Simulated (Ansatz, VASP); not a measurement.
## RbSbO3 in VASP and in Ansatz

```
Rb Sb O
1.0
     4.09054    0.00000    0.00000
     0.00000    4.09054    0.00000
     0.00000    0.00000    4.09054
Rb Sb O
1 1 3
Direct
  0.00000 0.00000 0.00000
  0.50000 0.50000 0.50000
  0.50000 0.50000 0.00000
  0.50000 0.00000 0.50000
  0.00000 0.50000 0.50000
```

Alike in both runs: task single point; functional LDA; k mesh 3 × 3 × 3; occupations methfessel-paxton of order 1, width 0.02 eV; no spin polarisation.

|  | VASP | Ansatz |
| --- | --- | --- |
| version | VASP 6.6.1 | Ansatz 0.2.0 |
| potentials or method | VASP PAW LDA potentials, release 64 (Rb_sv, Sb, O), cutoff 520 eV | plane waves, PAW |
| valence electrons in the cell | 32 | 42 |

Ansatz gave:

```
pressure (GPa) : -9.4
```

Estimate VASP's values.

pressure (GPa): -9.1.

LDA's correlation is that of Perdew and Zunger in VASP and of Perdew and Wang (1992) in Ansatz. VASP's potentials hold 32 valence electrons a cell and Ansatz's 42, so a difference there can come from the potentials and not from the codes. Ansatz's warnings: stress scf threshold loose.

The k mesh is coarse, so the values compare programs but aren't converged. Neither program's run includes spin-orbit coupling.
